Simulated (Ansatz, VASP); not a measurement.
## One calculation of TiO2, two programs

```
CELL_PARAMETERS angstrom
-1.89210 1.89210 4.70973
1.89210 -1.89210 4.70973
1.89210 1.89210 -4.70973
ATOMIC_POSITIONS crystal
Ti 0.00000 0.00000 0.00000
Ti 0.75000 0.25000 0.50000
O 0.20810 0.20810 0.00000
O 0.95810 0.45810 0.50000
O 0.54190 0.04190 0.50000
O 0.79190 0.79190 0.00000
```

Alike in both runs: task single point; functional PBE; k mesh 8 × 8 × 8; occupations fermi-dirac, width 0.05 eV; no spin polarisation.

|  | VASP | Ansatz |
| --- | --- | --- |
| version | VASP 6.6.1 | Ansatz 0.2.0 |
| potentials or method | VASP PAW PBE potentials, release 64 (Ti_sv, O), cutoff 520 eV | plane waves, PAW |
| valence electrons in the cell | 48 | 48 |

|  | VASP | Ansatz | Ansatz less VASP |
| --- | --- | --- | --- |
| pressure (GPa) | 8.4 | 7.7 | -0.73 |
| traceless stress, the component that is largest in VASP (GPa) | 2.90 | 2.79 | -0.106 |
